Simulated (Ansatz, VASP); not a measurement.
**HfN in VASP and in Ansatz**

File INCAR:

```
SYSTEM = HfN
  ALGO = Normal
  EDIFF = 1E-8
  ENCUT = 520
  GGA = PS
  GGA_COMPAT = .FALSE.
  ISIF = 2
  ISMEAR = -1
  LASPH = .TRUE.
  LCHARG = .FALSE.
  LEFG = .TRUE.
  LREAL = .FALSE.
  LWAVE = .FALSE.
  NBANDS = 14
  NELM = 120
  PREC = Accurate
  SIGMA = 0.01
```

File KPOINTS:

```
k-points
0
G
  10 10 10
  0 0 0
```

POSCAR

```
HfN
1.0
    0.0000000000      2.2815900000      2.2590000000
    2.2815900000      0.0000000000      2.2590000000
    2.2815900000      2.2815900000      0.0000000000
Hf N
1 1
Direct
    0.0000000000      0.0000000000      0.0000000000
    0.5000000000      0.5000000000      0.5000000000
```

Input for Ansatz:

```yaml
crystal:
  lattice:
    - [0.0, 2.28159, 2.259]
    - [2.28159, 0.0, 2.259]
    - [2.28159, 2.28159, 0.0]
  atoms:
    - { symbol: Hf, position: [0.0, 0.0, 0.0] }
    - { symbol: "N", position: [0.5, 0.5, 0.5] }
kpoints:
  mp_grid: { grid: [10, 10, 10] }
scf:
  occupations: { method: fermi_dirac, width: 0.01 }
hamiltonian:
  xc: pbesol
  pseudopotentials: { kind: all_electron, datasets: crystal }
output:
  forces: true
  stress: true
  eigenvalues: true
  efg: { contact_densities: true }
```

Change from the starting cell: equal xx and yy strain of +1 %, crystal datasets.

Alike in both runs: task electric field gradients; functional PBEsol; k mesh 10 × 10 × 10; occupations fermi-dirac, width 0.01 eV; no spin polarisation.

```csv
,VASP,Ansatz
version,VASP 6.6.1,Ansatz 0.2.0
potentials or method,"VASP PAW PBE potentials, release 64 (Hf_pv, N), cutoff 520 eV","all-electron PAW with datasets made for the crystal, scalar-relativistic"
```

Ansatz gave:

```
pressure (GPa)                                                : -8.1
traceless stress, the component that is largest in VASP (GPa) : 2.73
size of Vzz on the site where it differs most (V/Å²)          : 43.3
```

Problem. Which values does VASP return?

Solution. Pressure (GPa): -10.2; traceless stress, the component that is largest in VASP (GPa): 2.76; size of Vzz on the site where it differs most (V/Å²): 36.9.

VASP's potentials were made for PBE, not for PBEsol. Ansatz ran all-electron here, and VASP with PAW potentials.

Neither program's run includes spin-orbit coupling.
